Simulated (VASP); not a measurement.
Write the native input for VASP 6.6.1 that does the following.

```yaml
Task: single point
Functional: PBEsol
Potentials_or_basis: VASP PAW PBE potentials, release 64 (Sn_d)
Cutoff: 520 eV
k_mesh: 14 × 14 × 14
Occupations: methfessel-paxton, width 0.15 eV
Spin: no spin polarisation
Dipole_correction: no
Further_INCAR_settings: ALGO = Normal; EDIFF = 1e-07; NBANDS = 13
```

The structure of Sn lies in POSCAR:

```
Sn
1.0
   -1.7207838700      1.7696285100      2.3540092393
    1.7207838700     -1.7696285100      2.3540092393
    1.7207838700      1.7696285100     -2.3540092393
Sn
1
Direct
    0.0000000000      0.0000000000      0.0000000000
```

One way to write it, as run:

INCAR

```
PREC = Accurate ; ENCUT = 520
EDIFF = 1E-7 ; ISMEAR = 1
SIGMA = 0.15 ; LREAL = False
LASPH = True ; NELM = 60
ALGO = Normal ; ISIF = 2
LWAVE = False ; LCHARG = False
GGA = PS ; NBANDS = 13
```

KPOINTS

```
regular mesh
0
Gamma
  14 14 14
```

Potentials or basis: VASP PAW PBE potentials, release 64 (Sn_d).

Launch:

```bash
$ cat potpaw_PBE.64/Sn_d/POTCAR > POTCAR
$ mpirun -np 1 vasp_std > vasp.out
```

Results of the run:

```
Pressure               : -3.5 GPa
Band gap on the k mesh : zero (bands 7 and 8 overlap by 8.87 eV)
```

Caveat: the cell stands under tension; the PAW data sets were made with another functional, which shifts forces and pressure a little; spin-orbit coupling is left out, which moves the levels of the heavy elements.

It took 70 s on 1 thread of AMD EPYC 9R45 96-Core Processor (Zen 5), with other jobs on the host, peak memory 0.24 GiB.
